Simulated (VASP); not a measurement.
# Sn (C2/m) in VASP: single point with PBEsol

Aim: the single point of Sn with PBEsol.

Everything below comes from runs of VASP 6.6.1. Logs are shortened: lines on timing, memory, paths and dates and some standing lists are left out, and cuts for length are marked.

### Step 1. The cell of the first run

It takes space group C2/m (No. 12, monoclinic). The conventional cell has a = 5.709 Å, b = 3.551 Å, c = 3.454 Å, α = 90.00°, β = 125.04°, γ = 90.00°. Within 4.4 Å of Sn (site symmetry 2/m) lie 12 Sn at 3.36 to 3.55 Å.

### Step 2. Single point, PBEsol (strain +0.0375 x Voigt [0, 0, 0, 0, 1, 0])

INCAR

```
ALGO = Fast ; EDIFF = 1E-7
ENCUT = 520 ; GGA = PS
ISIF = 2 ; ISMEAR = 0
LASPH = T ; LCHARG = F
LREAL = F ; LWAVE = F
NBANDS = 13 ; NELM = 60
PREC = Accurate ; SIGMA = 0.15
```

KPOINTS

```
k-points
0
Gamma
  20 20 20
```

POSCAR

```
Sn
1.0
   -1.6826950875      1.7755470000      2.3059693938
    1.7703829125     -1.7755470000      2.3707146062
    1.6826950875      1.7755470000     -2.3059693938
Sn
1
Direct
    0.0000000000      0.0000000000      0.0000000000
```

Potentials or basis: VASP PAW PBE potentials, release 64 (Sn_d).

Run with:

```sh
cat potpaw_PBE.64/Sn_d/POTCAR > POTCAR
mpirun -np 1 vasp_std > vasp.out
```

OUTCAR:

```text
EDIFF = 1E-7
   ENCUT = 520
   GGA = PS
   ISIF = 2
   ISMEAR = 0
   LASPH = T
   LREAL = F
   NELM = 60
   PREC = Accurate

 ion  position               nearest neighbor table
   1  0.000  0.000  0.000-

  LATTYP: Found a base centered monoclinic cell.
 ALAT       =     5.7092758219
 B/A-ratio  =     0.6219867652
 C/A-ratio  =     0.6049252201
 COS(beta)  =    -0.5742129484

  Lattice vectors:

 A1 = (  -1.6826950875,   1.7755470000,   2.3059693938)
 A2 = (  -1.6826950875,  -1.7755470000,   2.3059693938)
 A3 = (   3.4530780000,   0.0000000000,   0.0647452124)

Analysis of symmetry for initial positions (statically):
=====================================================================
 Subroutine PRICEL returns:
 Original cell was already a primitive cell.

 Routine SETGRP: Setting up the symmetry group for a
 base centered monoclinic supercell.

 Subroutine GETGRP returns: Found  4 space group operations
 (whereof  4 operations were pure point group operations)
 out of a pool of  4 trial point group operations.

The static configuration has the point symmetry C_2h.

Analysis of symmetry for dynamics (positions and initial velocities):
=====================================================================
 Subroutine PRICEL returns:
 Original cell was already a primitive cell.

 Routine SETGRP: Setting up the symmetry group for a
 base centered monoclinic supercell.

 Subroutine GETGRP returns: Found  4 space group operations
 (whereof  4 operations were pure point group operations)
 out of a pool of  4 trial point group operations.

The dynamic configuration has the point symmetry C_2h.

 Subroutine INISYM returns: Found  4 space group operations
 (whereof  4 operations are pure point group operations),
 and found     1 'primitive' translations

----------------------------------------------------------------------------------------

                                     Primitive cell

  volume of cell :      28.6631

  direct lattice vectors                    reciprocal lattice vectors
    -1.682695087  1.775547000  2.305969394    -0.004010661  0.281603359  0.213901920
     1.770382912 -1.775547000  2.370714606     0.285687888  0.000000000  0.208470072
     1.682695087  1.775547000 -2.305969394     0.289698549  0.281603359 -0.005431848

  length of vectors
     3.361774048  3.450668131  3.361774048     0.353653176  0.353662749  0.404048520

  position of ions in fractional coordinates (direct lattice)
     0.000000000  0.000000000  0.000000000

  ion indices of the primitive-cell ions
   primitive index   ion index
                 1           1

----------------------------------------------------------------------------------------

 KPOINTS: k-points

Automatic generation of k-mesh.
 Grid dimensions read from file:
 generate k-points for:   20   20   20

 Generating k-lattice:

  Cartesian coordinates                     Fractional coordinates (reciprocal lattice)
    -0.000200533  0.014080168  0.010695096     0.050000000  0.000000000  0.000000000
     0.014284394  0.000000000  0.010423504    -0.000000000  0.050000000  0.000000000
     0.014484927  0.014080168 -0.000271592    -0.000000000  0.000000000  0.050000000

  Length of vectors
     0.017682659  0.017683137  0.020202426

  Shift w.r.t. Gamma in fractional coordinates (k-lattice)
     0.000000000  0.000000000  0.000000000

 Subroutine IBZKPT returns following result:
 ===========================================

 Found   2112 irreducible k-points:

 Following reciprocal coordinates:
            Coordinates               Weight
  0.000000  0.000000  0.000000      1.000000
  0.050000  0.000000 -0.000000      4.000000
  0.100000  0.000000 -0.000000      4.000000
  0.150000 -0.000000  0.000000      4.000000
  0.200000  0.000000 -0.000000      4.000000
  0.250000  0.000000 -0.000000      4.000000
[... 16 lines left out ...]
 -0.450000  0.050000  0.000000      4.000000
 -0.400000  0.050000  0.000000      4.000000
 [... further k-points ...]
   k-points           NKPTS =   2112   k-points in BZ     NKDIM =   2112   number of bands    NBANDS=     13
   number of dos      NEDOS =    301   number of ions     NIONS =      1
   total plane-waves  NPLWV =  21952
   dimension x,y,z NGX =    28 NGY =   28 NGZ =   28
   dimension x,y,z NGXF=    56 NGYF=   56 NGZF=   56
   ions per type =               1
   NGX,Y,Z   is equivalent  to a cutoff of  13.85, 13.49, 13.85 a.u.
   NGXF,Y,Z  is equivalent  to a cutoff of  27.69, 26.98, 27.69 a.u.
 SYSTEM =  unknown system
   PREC   = accura    normal or accurate (medium, high low for compatibility)
   ISTART =      0    job   : 0-new  1-cont  2-samecut
   ICHARG =      2    charge: 1-file 2-atom 10-const
   ISPIN  =      1    spin polarized calculation?
   LNONCOLLINEAR =      F non collinear calculations
   LSORBIT =      F    spin-orbit coupling
   LASPH  =      T    aspherical Exc in radial PAW
   ENCUT  =  520.0 eV  38.22 Ry    6.18 a.u.   6.25  6.42  6.25*2*pi/ulx,y,z
   NELM   =     60;   NELMIN=  2; NELMDL= -5     # of ELM steps
   EDIFF  = 0.1E-06   stopping-criterion for ELM
   LREAL  =      F    real-space projection
   EDIFFG = 0.1E-05   stopping-criterion for IOM
   NSW    =      0    number of steps for IOM
   IBRION =     -1    ionic relax: 0-MD 1-quasi-New 2-CG
   NFREE  =      0    steps in history (QN), initial steepest desc. (CG)
   ISIF   =      2    stress and relaxation
   ISYM   =      2    0-nonsym 1-usesym 2-fastsym
   POTIM  = 0.5000    time-step for ionic-motion
   TEBEG  =    0.0;   TEEND  =   0.0 temperature during run
   PSTRESS=    0.0 pullay stress
   NELECT =      14.0000    total number of electrons
   NUPDOWN=      -1.0000    fix difference up-down
   EMIN   =  10.00;   EMAX   =-10.00  energy-range for DOS
   EFERMI =   0.00;   METHOD = LEGACY
   ISMEAR =     0;   SIGMA  =   0.15  broadening in eV -4-tet -1-fermi 0-gaus
   EFERMI_NEDOS =   21; number of points for ismear=-14 and -15
   IALGO  =     68    algorithm
   IMIX   =      4    mixing-type and parameters
     AMIX     =   0.40;   BMIX     =  1.00
     AMIX_MAG =   1.60;   BMIX_MAG =  1.00
  volume/ion in A,a.u.               =      28.66       193.43
  Fermi-wavevector in a.u.,A,eV,Ry     =   1.289267  2.436361 22.615734  1.662210
  Thomas-Fermi vector in A             =   2.421170
   LORBIT       =      0    0 simple, 1 ext, 2 COOP (PROOUT), +10 PAW based schemes
   GGA     = PS    functional components
   LHFCALC =     F    Hartree Fock is set to
   AEXX    =    0.0000 exact exchange contribution
   IVDW    =     0    specifies the selected vdW correction
   LEPSILON=     F    determine dielectric tensor
   LRPA    =     F    only Hartree local field effects (RPA)
 non-spin polarized calculation
 RMM-DIIS sequential band-by-band and
 Gauss-broadening in eV      SIGMA  =   0.15
  energy-cutoff  :      520.00
  volume of cell :       28.66
 maximum number of plane-waves:       793
 NGX is ok and might be reduce to    28
   NGX = 13   NGY = 13   NGZ = 13

 number of electron      13.9999999 magnetization

 Free energy of the ion-electron system (eV)
  ---------------------------------------------------
  ext. energy  EPLUGINS =         0.00000000
  ---------------------------------------------------
  free energy    TOTEN  =        -4.20900404 eV

  energy without entropy =       -4.20285441  energy(sigma->0) =       -4.20592923

 E-fermi :   7.3745     XC(G=0): -10.2542

 val. band max:        7.3713651869   @ k =  -0.3500  -0.2000   0.2000
 cond. band min:       7.3746809491   @ k =  -0.4000   0.0500   0.1500
 fundamental gap:      0.0033157622
 Fermi energy:         7.3744539485

 k-point     1 :       0.0000    0.0000    0.0000
  band No.  band energies     occupation
      1     -14.0947      2.00000
      2     -14.0829      2.00000
      3     -14.0524      2.00000
      4     -14.0260      2.00000
      5     -13.9918      2.00000
      6      -3.4238      2.00000
      7      14.2850      0.00000
      8      14.3766      0.00000
      9      15.0756      0.00000
     10      18.0762      0.00000
     11      18.4956      0.00000
     12      18.6456      0.00000
     13      19.2973      0.00000

 k-point     2 :       0.0500    0.0000   -0.0000
  band No.  band energies     occupation
      1     -14.0934      2.00000
      2     -14.0811      2.00000
      3     -14.0519      2.00000
      4     -14.0256      2.00000
      5     -13.9921      2.00000
      6      -3.3755      2.00000
      7      13.8134      0.00000
      8      14.2604      0.00000
      9      14.9226      0.00000
     10      17.6969      0.00000
     11      18.7248      0.00000
     12      19.0650      0.00000
     13      19.8137      0.00000

 k-point     3 :       0.1000    0.0000   -0.0000
  band No.  band energies     occupation
      1     -14.0900      2.00000
      2     -14.0766      2.00000
      3     -14.0504      2.00000
      4     -14.0240      2.00000
      5     -13.9927      2.00000
      6      -3.2307      2.00000
      7      12.5499      0.00000
      8      14.1049      0.00000
      9      14.6698      0.00000
     10      17.4026      0.00000
     11      19.0377      0.00000
     12      19.4665      0.00000
     13      20.8051      0.00000
[... 305 lines left out ...]
 k-point    23 :      -0.4500    0.0500    0.0000
  band No.  band energies     occupation
      1     -14.0860      2.00000
      2     -14.0719      2.00000
      3     -14.0492      2.00000
      4     -13.9646      2.00000
      5     -13.9366      2.00000
      6       0.0282      2.00000
      7       3.6903      2.00000
      8      12.3351      0.00000
      9      13.1330      0.00000
     10      16.6461      0.00000
     11      17.3793      0.00000
     12      18.4708      0.00000
     13      19.2826      0.00000

 k-point    24 :      -0.4000    0.0500    0.0000
  band No.  band energies     occupation
      1     -14.0854      2.00000
      2     -14.0702      2.00000
      3     -14.0476      2.00000
      4     -13.9715      2.00000
      5     -13.9456      2.00000
      6      -0.6263      2.00000
      7       4.7053      2.00000
      8      12.5895      0.00000
      9      13.1308      0.00000
     10      16.6570      0.00000
     11      17.3538      0.00000
     12      18.6821      0.00000
     13      19.7212      0.00000

 [... further k-points ...]

------------------------ aborting loop because EDIFF is reached ----------------------------------------

  FORCE on cell =-STRESS in cart. coord.  units (eV):
  Direction    XX          YY          ZZ          XY          YZ          ZX
  --------------------------------------------------------------------------------------
  -------------------------------------------------------------------------------------
  Total       -0.5946588     -0.7026345     -0.6377669      0.0000000      0.0000000     -0.0818196
  in kB      -33.2395037    -39.2749997    -35.6491064      0.0000000      0.0000000     -4.5734494
  external PRESSURE =     -36.0545366 kB  Pullay stress =       0.0000000 kB

 VOLUME and BASIS-vectors are now :
 -----------------------------------------------------------------------------
  energy-cutoff  :      520.00
  volume of cell :       28.66
      direct lattice vectors                 reciprocal lattice vectors
    -1.682695087  1.775547000  2.305969394    -0.004010661  0.281603359  0.213901920
     1.770382912 -1.775547000  2.370714606     0.285687888  0.000000000  0.208470072
     1.682695087  1.775547000 -2.305969394     0.289698549  0.281603359 -0.005431848

 POSITION                                       TOTAL-FORCE (eV/Angst)
 -----------------------------------------------------------------------------------
      0.00000      0.00000      0.00000         0.000000      0.000000      0.000000
 -----------------------------------------------------------------------------------
    total drift:                                0.000000     -0.000000      0.000000

  FREE ENERGIE OF THE ION-ELECTRON SYSTEM (eV)
  ---------------------------------------------------
  free  energy   TOTEN  =        -4.2090040433 eV

  energy  without entropy=       -4.2028544080  energy(sigma->0) =       -4.20592923
```

It took 19 min on 1 thread of Oxide Virtual Turin-like, shared host; peak memory 0.74 GiB.

Results:

* Free energy: -4.2090 eV
* Pressure: -3.6 GPa
* Band gap on the k mesh: zero (bands 7 and 8 overlap by 8.90 eV)

Stress tensor (GPa, compression positive):
```
-3.32  0.00 -0.46
 0.00 -3.93  0.00
-0.46  0.00 -3.56
```

Levels at points of the mesh, in eV from the Fermi level:
| k point | band 4 | band 5 | band 6 | band 7 | band 8 | band 9 | band 10 | band 11 |
| --- | --- | --- | --- | --- | --- | --- | --- | --- |
| (0.00, 0.00, 0.00) | -21.40 | -21.37 | -10.80 | 6.91 | 7.00 | 7.70 | 10.70 | 11.12 |
| (0.50, 0.00, 0.00) | -21.33 | -21.31 | -6.87 | -4.42 | 5.18 | 6.01 | 9.52 | 10.10 |
| (0.00, 0.50, 0.00) | -21.32 | -21.32 | -6.88 | -4.42 | 5.04 | 5.94 | 9.44 | 9.75 |
| (0.50, 0.50, 0.00) | -21.31 | -21.29 | -5.25 | -3.59 | 1.86 | 2.62 | 5.33 | 6.09 |
| (0.50, 0.00, 0.50) | -21.32 | -21.30 | -6.36 | -4.29 | 4.55 | 5.38 | 8.91 | 9.54 |
| (0.50, 0.50, 0.50) | -21.30 | -21.29 | -4.48 | -3.10 | 1.19 | 1.84 | 4.59 | 5.45 |

Caveat: the cell differs from its parent crystal (strain +0.0375 x Voigt [0, 0, 0, 0, 1, 0]); the cell stands under tension; the PAW data sets were made with another functional, which shifts forces and pressure a little; spin-orbit coupling is left out, which moves the levels of the heavy elements.
